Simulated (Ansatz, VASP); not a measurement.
**One calculation of Cr, two programs**

INCAR

```
PREC = Accurate ; ENCUT = 520
EDIFF = 1E-6 ; ISMEAR = -1
SIGMA = 0.05 ; LREAL = F
LASPH = T ; NELM = 150
ALGO = Normal ; ISIF = 2
LWAVE = F ; LCHARG = T
ISPIN = 2 ; MAGMOM = 3 3
LORBIT = 11 ; LMAXMIX = 4
GGA = PE ; LELF = T
LVHAR = T ; NBANDS = 23
```

Contents of KPOINTS:

```
Automatic mesh
0
Gamma
  11 11 6
```

POSCAR

```
Cr
1.0
    2.6957846861      0.0000000000      0.0000000000
   -1.3478923430      2.3346180213      0.0000000000
    0.0000000000      0.0000000000      4.3804017928
Cr
2
Direct
    0.6666666667      0.3333333333      0.7500000000
    0.3333333333      0.6666666667      0.2500000000
```

File input.yaml:

```yaml
crystal:
  lattice:
    - [2.6957846861, 0.0, 0.0]
    - [-1.347892343, 2.3346180213, 0.0]
    - [0.0, 0.0, 4.3804017928]
  atoms:
    - { symbol: Cr, position: [0.6666666667, 0.3333333333, 0.75], spin: 3.0 }
    - { symbol: Cr, position: [0.3333333333, 0.6666666667, 0.25], spin: 3.0 }
hamiltonian:
  xc: pbe
  pseudopotentials: { kind: paw }
magnetization:
  spin_polarized: true
kpoints:
  mp_grid: { grid: [11, 11, 6] }
scf:
  occupations: { method: fermi_dirac, width: 0.05 }
output:
  forces: true
  stress: true
  eigenvalues: true
```

Alike in both runs: task single point; functional PBE; k mesh 11 × 11 × 6; occupations fermi-dirac, width 0.05 eV; collinear spin.

```csv
,VASP,Ansatz
version,VASP 6.6.1,Ansatz 0.2.0
potentials or method,"VASP PAW PBE potentials, release 64 (Cr_pv)",Ansatz PAW
plane-wave cutoff (eV),520,420
valence electrons in the cell,24,28
```

```csv
,VASP,Ansatz,Ansatz less VASP
gap on the k mesh at the Fermi level (eV),none,none,-
pressure (GPa),-23.6,-23.5,+0.05
"traceless stress, the component that is largest in VASP (GPa)",3.57,3.84,+0.265
net moment per atom (μB),0.80,0.78,-0.024
size of the moment on the site where the two differ most (μB),0.75,0.71,-0.032
```

Site moments also hang on the region over which each program counts them. A gap of «none» marks a metal or a gap that the smearing closes. VASP's potentials hold 24 valence electrons a cell and Ansatz's 28, so a difference there can come from the potentials and not from the codes.
